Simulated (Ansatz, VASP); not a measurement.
**As in VASP and in Ansatz**

INCAR

```
PREC = Accurate ; ENCUT = 600
EDIFF = 1E-6 ; ISMEAR = -1
SIGMA = 0.3 ; LREAL = False
LASPH = True ; NELM = 100
ALGO = Normal ; ISIF = 3
LWAVE = False ; LCHARG = False
GGA = PE ; IBRION = 2
NSW = 80 ; EDIFFG = -0.001
```

File KPOINTS:

```
regular mesh
0
Gamma
  7 7 7
```

File POSCAR:

```
As
1.0
    2.7036800000      0.0000000000      0.0000000000
    0.0000000000      2.7036800000      0.0000000000
    0.0000000000      0.0000000000      2.7036800000
As
1
Direct
    0.5000000000      0.5000000000      0.5000000000
```

Input for Ansatz:

```yaml
crystal:
  lattice:
    - [2.70368, 0.0, 0.0]
    - [0.0, 2.70368, 0.0]
    - [0.0, 0.0, 2.70368]
  atoms:
    - { symbol: As, position: [0.5, 0.5, 0.5] }
basis:
  ecutwfc: 530.0
kpoints:
  mp_grid:
    grid: [7, 7, 7]
hamiltonian:
  xc: pbe
  dispersion: none
scf:
  max_iter: 150
  convergence:
    dr2_threshold: 1.0e-05
  occupations:
    method: fermi_dirac
    width: 0.3
relax:
  f_tol: 0.001
  density_extrapolation: transplant
  cell: {}
```

Alike in both runs: task relaxation of cell and atoms; functional PBE; k mesh 7 × 7 × 7; occupations fermi-dirac, width 0.3 eV; no spin polarisation.

|  | VASP | Ansatz |
| --- | --- | --- |
| version | VASP 6.6.1 | Ansatz 0.2.0 |
| potentials or method | VASP PAW PBE potentials, release 64 (As), cutoff 600 eV | plane waves, PAW |
| valence electrons in the cell | 5 | 15 |

```csv
,VASP,Ansatz,Ansatz less VASP
relaxed volume (Å³/atom),20.51,20.47,-0.044
relaxed cell length with the largest relative difference (Å),2.737,2.735,-0.0020
```

VASP's potentials hold 5 valence electrons a cell and Ansatz's 15, so a difference there can come from the potentials and not from the codes. Ansatz's warnings: force scf threshold loose, stress scf threshold loose.
